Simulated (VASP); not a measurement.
Input of a VASP 6.6.1 run:

File INCAR:

```
PREC = Accurate
ENCUT = 600
EDIFF = 1E-6
ISMEAR = 0
SIGMA = 0.1
LREAL = False
LASPH = True
NELM = 80
ALGO = Normal
ISIF = 3
LWAVE = False
LCHARG = False
GGA = PE
IBRION = 2
NSW = 90
EDIFFG = -0.04
```

The input KPOINTS:

```
Automatic mesh
0
Gamma
  6 4 6
```

File POSCAR:

```
Te
1.0
    2.8669505700      0.0000000000      0.0000000000
    0.0000000000      4.0009680700      0.0000000000
   -1.0600167500      0.0000000000      3.5327714200
Te
1
Direct
    0.0000000000      0.0000000000      0.5000000000
```

Potentials or basis: VASP PAW PBE potentials, release 64 (Te).

Run with:

```console
$ cat potpaw_PBE.64/Te/POTCAR > POTCAR
$ mpirun -np 1 vasp_std > vasp.out
```

(1) What does it give for the band gap on the k mesh?

(2) Predict the space group after relaxing (to 0.05 Å).

Results:

(1) zero (band 3 reaches 6.60 eV, above the bottom of band 4 at 3.33 eV).

(2) P2/m (No. 10).

Caveat: the k points lie up to 0.42 Å⁻¹ apart in the final cell; spin-orbit coupling is left out, which moves the levels of the heavy elements.
